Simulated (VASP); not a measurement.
CaAl6C:

```
Ca Al C
1.0
     3.84779    2.22152    2.61892
    -3.84779    2.22152    2.61892
     0.00000   -4.44304    2.61892
Ca Al C
1 6 1
Direct
  0.00000 0.00000 0.00000
  0.92220 0.29580 0.19110
  0.29580 0.19110 0.92220
  0.19110 0.92220 0.29580
  0.07780 0.70420 0.80890
  0.70420 0.80890 0.07780
  0.80890 0.07780 0.70420
  0.50000 0.50000 0.50000
```

- Program: VASP 6.6.1
- Task: relaxation of cell and atoms
- Functional: PBE
- Potentials or basis: VASP PAW PBE potentials, release 64 (Ca_sv, Al, C)
- Cutoff: 600 eV
- k mesh: 3 × 3 × 3
- Occupations: gaussian, width 0.1 eV
- Spin: no spin polarisation

At the start: pressure 46.4 GPa; volume 16.79 Å³/atom.

Problem. How do energy, volume and symmetry change on relaxing?

Solution. Over 25 steps the energy falls by 4153.0 meV/atom and the volume is 17.44 Å³/atom (+3.9 %); space group R-3 (No. 148, to 0.05 Å).

The path:
| step | energy change (eV) | largest force (eV/Å) | pressure (GPa) | volume (Å³) |
| --- | --- | --- | --- | --- |
| 1 | 0.0000 | 12.5059 | 46.41 | 134.32 |
| 2 | -21.4199 | 1.2847 | -7.08 | 252.77 |
| 3 | -21.3707 | 1.9525 | -4.87 | 221.27 |
| 4 | -21.5418 | 1.6363 | -6.00 | 233.52 |
| 5 | -23.6351 | 1.7890 | -5.49 | 204.47 |
| 6 | -26.0741 | 1.8915 | 17.07 | 131.57 |
| 7 | -26.3159 | 1.8628 | 0.85 | 158.66 |
| 8 | -26.5920 | 1.7568 | 5.60 | 147.08 |
| 9 | -28.0607 | 1.3595 | 5.74 | 147.94 |
| 10 | -29.5253 | 1.5617 | 6.99 | 149.29 |
| 11 | -30.9710 | 1.9659 | 5.85 | 151.68 |
| 12 | -31.3905 | 1.1236 | -7.07 | 174.49 |
| 13 | -31.7139 | 0.8173 | -3.04 | 164.38 |
| 14 | -32.3282 | 0.6024 | -2.41 | 156.96 |
| 15 | -33.0326 | 0.5452 | 3.00 | 136.82 |
| 16 | -33.0338 | 0.3656 | -1.89 | 142.09 |
| 17 | -33.1147 | 0.3082 | 0.32 | 139.43 |
| 18 | -33.1765 | 0.2059 | -0.46 | 140.61 |
| 19 | -33.1851 | 0.2191 | -0.82 | 141.24 |
| 20 | -33.2017 | 0.1364 | 0.92 | 138.32 |
| 21 | -33.2031 | 0.1201 | 0.52 | 138.96 |
| 22 | -33.2135 | 0.1127 | -0.01 | 139.85 |
| 23 | -33.2150 | 0.1281 | -0.29 | 140.36 |
| 24 | -33.2232 | 0.0447 | -0.17 | 139.79 |
| 25 | -33.2241 | 0.0189 | -0.11 | 139.51 |

Final structure:
```
Ca Al C
1.0
     3.96392    2.28857    2.56304
    -3.96392    2.28857    2.56304
     0.00000   -4.57715    2.56304
Ca Al C
1 6 1
Cartesian
  0.0000 0.0000 0.0000
  0.7320 1.6306 4.9508
  1.0462 -1.4492 4.9508
  -1.7782 -0.1814 4.9508
  -0.7320 -1.6306 2.7383
  -1.0462 1.4492 2.7383
  1.7782 0.1814 2.7383
  0.0000 0.0000 3.8446
```

Caveat: the k points lie up to 0.41 Å⁻¹ apart in the final cell.
